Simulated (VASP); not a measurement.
# Rb (Fd-3m) in VASP: notebook, part 2 of 2

VASP 6.6.1. The steps go on from the part before.

## Step 3: Relaxation of cell and atoms, r2SCAN

This run uses another cell than the first one, of 114.44 Å³/atom.

Input file POSCAR:

```
Rb
1.0
    0.0000000000      4.8550000000      4.8550000000
    4.8550000000      0.0000000000      4.8550000000
    4.8550000000      4.8550000000      0.0000000000
Rb
2
Direct
    0.0000000000      0.0000000000      0.0000000000
    0.2500000000      0.2500000000      0.2500000000
```

Input file INCAR.step1:

```
PREC = Accurate
ENCUT = 600
ISMEAR = 0
SIGMA = 0.05
LREAL = False
LASPH = True
NELM = 60
GGA = PE
ALGO = Normal
EDIFF = 1E-4
LWAVE = True
LCHARG = False
```

Input file INCAR.step2:

```
PREC = Accurate
ENCUT = 600
EDIFF = 1E-7
ISMEAR = 0
SIGMA = 0.05
LREAL = False
LASPH = True
NELM = 60
ALGO = Normal
ISIF = 3
LWAVE = False
LCHARG = False
METAGGA = R2SCAN
LMIXTAU = True
IBRION = 2
NSW = 50
EDIFFG = -0.02
ISTART = 1
```

Input file KPOINTS:

```
Automatic mesh
0
Gamma
  4 4 4
```

Potentials or basis: VASP PAW PBE potentials, release 64 (Rb_sv).

Command:

```console
$ cat potpaw_PBE.64/Rb_sv/POTCAR > POTCAR
$ cp INCAR.step1 INCAR
$ mpirun -np 1 vasp_std > vasp.out
$ cp INCAR.step2 INCAR
$ mpirun -np 1 vasp_std > vasp.out
```

OUTCAR:

```text
PREC = Accurate
   ENCUT = 600
   EDIFF = 1E-7
   ISMEAR = 0
   LREAL = False
   LASPH = True
   NELM = 60
   ISIF = 3
   METAGGA = R2SCAN
   IBRION = 2
   NSW = 50
   EDIFFG = -0.02
   ISTART = 1

 ion  position               nearest neighbor table
   1  0.000  0.000  0.000-   2 4.20   2 4.20   2 4.20   2 4.20
   2  0.250  0.250  0.250-   1 4.20   1 4.20   1 4.20   1 4.20

  LATTYP: Found a face centered cubic cell.
 ALAT       =     9.7100000000

  Lattice vectors:

 A1 = (   0.0000000000,   4.8550000000,   4.8550000000)
 A2 = (   4.8550000000,   0.0000000000,   4.8550000000)
 A3 = (   4.8550000000,   4.8550000000,   0.0000000000)

Analysis of symmetry for initial positions (statically):
=====================================================================
 Subroutine PRICEL returns:
 Original cell was already a primitive cell.

 Routine SETGRP: Setting up the symmetry group for a
 face centered cubic supercell.

 Subroutine GETGRP returns: Found 48 space group operations
 (whereof 24 operations were pure point group operations)
 out of a pool of 48 trial point group operations.

The static configuration has the point symmetry T_d .
 The point group associated with its full space group is O_h .

Analysis of symmetry for dynamics (positions and initial velocities):
=====================================================================
 Subroutine PRICEL returns:
 Original cell was already a primitive cell.

 Routine SETGRP: Setting up the symmetry group for a
 face centered cubic supercell.

 Subroutine GETGRP returns: Found 48 space group operations
 (whereof 24 operations were pure point group operations)
 out of a pool of 48 trial point group operations.

The dynamic configuration has the point symmetry T_d .
 The point group associated with its full space group is O_h .

 Subroutine INISYM returns: Found 48 space group operations
 (whereof 24 operations are pure point group operations),
[... 91 lines left out ...]
   NUPDOWN=      -1.0000    fix difference up-down
   EMIN   =  10.00;   EMAX   =-10.00  energy-range for DOS
   EFERMI =   0.00;   METHOD = LEGACY
   ISMEAR =     0;   SIGMA  =   0.05  broadening in eV -4-tet -1-fermi 0-gaus
   EFERMI_NEDOS =   21; number of points for ismear=-14 and -15
   IALGO  =     38    algorithm
   IMIX   =      4    mixing-type and parameters
     AMIX     =   0.40;   BMIX     =  1.00
     AMIX_MAG =   1.60;   BMIX_MAG =  1.00
  volume/ion in A,a.u.               =     114.44       772.26
  Fermi-wavevector in a.u.,A,eV,Ry     =   0.701401  1.325456  6.693570  0.491963
  Thomas-Fermi vector in A             =   1.785818
   LORBIT       =      0    0 simple, 1 ext, 2 COOP (PROOUT), +10 PAW based schemes
   METAGGA = R2SCAN    functional components
   LHFCALC =     F    Hartree Fock is set to
   AEXX    =    0.0000 exact exchange contribution
   IVDW    =     0    specifies the selected vdW correction
   LEPSILON=     F    determine dielectric tensor
   LRPA    =     F    only Hartree local field effects (RPA)
 conjugate gradient relaxation of ions
 non-spin polarized calculation
 Gauss-broadening in eV      SIGMA  =   0.05
  energy-cutoff  :      600.00
  volume of cell :      228.87
 maximum number of plane-waves:      7727
 NGX is ok and might be reduce to    56
   NGX = 27   NGY = 27   NGZ = 27

--------------------------------------- Ionic step        1  -------------------------------------------

 number of electron      18.0000000 magnetization

 Free energy of the ion-electron system (eV)
  ---------------------------------------------------
  ext. energy  EPLUGINS =         0.00000000
  ---------------------------------------------------
  free energy    TOTEN  =       -27.23065647 eV

  energy without entropy =      -27.22900017  energy(sigma->0) =      -27.22982832

------------------------ aborting loop because EDIFF is reached ----------------------------------------

  FORCE on cell =-STRESS in cart. coord.  units (eV):
  Direction    XX          YY          ZZ          XY          YZ          ZX
  --------------------------------------------------------------------------------------
  -------------------------------------------------------------------------------------
  Total        0.1756637      0.1756637      0.1756637      0.0000000     -0.0000000     -0.0000000
  in kB        1.2296879      1.2296879      1.2296879      0.0000000     -0.0000000     -0.0000000
  external PRESSURE =       1.2296879 kB  Pullay stress =       0.0000000 kB
[... 95 lines left out ...]
--------------------------------------- Ionic step        4  -------------------------------------------

 number of electron      18.0000000 magnetization

 Free energy of the ion-electron system (eV)
  ---------------------------------------------------
  ext. energy  EPLUGINS =         0.00000000
  ---------------------------------------------------
  free energy    TOTEN  =       -27.24237573 eV

  energy without entropy =      -27.24071944  energy(sigma->0) =      -27.24154759

 E-fermi :  -0.4461     XC(G=0):  -4.8517

 val. band max:       -0.4802790172   @ k =   0.5000   0.5000   0.0000
 cond. band min:      -0.1946972712   @ k =  -0.2500   0.5000   0.2500
 fundamental gap:      0.2855817460
 Fermi energy:        -0.4460756601

 k-point     1 :       0.0000    0.0000    0.0000
  band No.  band energies     occupation
      1     -31.1778      2.00000
      2     -31.1604      2.00000
      3     -14.7447      2.00000
      4     -14.7447      2.00000
      5     -14.7446      2.00000
      6     -14.6518      2.00000
      7     -14.6518      2.00000
      8     -14.6518      2.00000
      9      -2.2506      2.00000
     10       1.7326      0.00000
     11       1.7326      0.00000
     12       1.7326      0.00000
     13       1.9131      0.00000
[... 139 lines left out ...]
  FREE ENERGIE OF THE ION-ELECTRON SYSTEM (eV)
  ---------------------------------------------------
  free  energy   TOTEN  =       -27.2423757337 eV

  energy  without entropy=      -27.2407194403  energy(sigma->0) =      -27.24154759

 reached required accuracy - stopping structural energy minimisation
```

OSZICAR.step1:

```text
N       E                     dE             d eps       ncg     rms          rms(c)
DAV:   1     0.139203772233E+03    0.13920E+03   -0.70391E+03   208   0.117E+03
DAV:   2     0.142632829770E+02   -0.12494E+03   -0.12190E+03   309   0.207E+02
DAV:   3    -0.719015025373E+00   -0.14982E+02   -0.14936E+02   258   0.766E+01
DAV:   4    -0.132623797080E+01   -0.60722E+00   -0.60700E+00   372   0.139E+01
DAV:   5    -0.133194702118E+01   -0.57091E-02   -0.57089E-02   273   0.129E+00    0.129E+00
DAV:   6    -0.132825849194E+01    0.36885E-02   -0.54569E-03   316   0.401E-01    0.803E-01
DAV:   7    -0.132585025619E+01    0.24082E-02   -0.94485E-03   273   0.507E-01    0.860E-02
DAV:   8    -0.132586024897E+01   -0.99928E-05   -0.81368E-04   254   0.174E-01
   1 F= -.13258602E+01 E0= -.13250321E+01  d E =-.165637E-02
```

Wall time 12 min (1 thread of AMD EPYC 9R45 (Zen 5), shared host); peak memory 0.48 GiB.

What came out:

| Property | Result |
| --- | --- |
| Free energy | -27.2424 eV |
| Relaxed volume | 129.61 Å³/atom |
| Relaxed cell | a = 7.157 Å, b = 7.157 Å, c = 7.157 Å, α = 60.00°, β = 60.00°, γ = 60.00° |
| Space group after relaxing (to 0.1 Å) | Fd-3m (No. 227) |
| Energy gained by relaxing | 5.9 meV/atom |
| Ionic steps | 4 |
| Pressure after relaxing | 0.0 GPa |
| Band gap on the k mesh | zero (bands 9 and 10 overlap by 0.48 eV) |

Step by step:
```csv
step,energy change (eV),largest force (eV/Å),pressure (GPa),volume (Å³)
1,0.0000,0.0000,0.12,228.87
2,-0.0021,0.0000,0.11,231.80
3,-0.0071,0.0000,0.07,240.71
4,-0.0117,0.0000,0.01,259.22
```

Final structure:
```
CELL_PARAMETERS angstrom
0.00000 5.06072 5.06072
5.06072 0.00000 5.06072
5.06072 5.06072 0.00000
ATOMIC_POSITIONS crystal
Rb 0.00000 0.00000 0.00000
Rb 0.25000 0.25000 0.25000
```

Caveat: the PAW data sets were made with another functional, which shifts forces and pressure a little.

The gap in the log of VASP goes by the Fermi energy; the results here count the filled bands.